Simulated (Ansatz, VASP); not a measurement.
**N: VASP beside Ansatz**

```
CELL_PARAMETERS angstrom
10.00000 0.00000 0.00000
0.00000 10.50000 0.00000
0.00000 0.00000 11.00000
ATOMIC_POSITIONS crystal
N 0.50000 0.50000 0.44990
N 0.50000 0.50000 0.55010
```

Alike in both runs: functional PBE; k mesh 1 × 1 × 1; occupations gaussian, width 0.01 eV; no spin polarisation.

Ansatz relaxed the structure, and its values are those at the end. VASP's run is a single point on that final structure, the one shown.

|  | VASP | Ansatz |
| --- | --- | --- |
| version | VASP 6.6.1 | Ansatz 0.2.0 |
| potentials or method | VASP PAW PBE potentials, release 64 (N), cutoff 520 eV | scalar-relativistic, plane waves, PAW |
| valence electrons in the cell | 10 | 10 |

Ansatz gave:

* gap on the k mesh at the Fermi level (eV): 8.24
* rms of the force components (eV/Å): 0.001

Q: What did VASP give for the same quantities?

A: gap on the k mesh at the Fermi level (eV): 8.20; rms of the force components (eV/Å): 1.006.

One of these differences is far larger than is usual between the two programs; its cause wasn't traced. The functional is the same, so the differences come from potentials, cutoffs and numerics. Ansatz's warnings: stress scf threshold loose, xc potential rough in thin density.

Noted on VASP's run: the standard files for N, O and F lose accuracy on very short bonds.
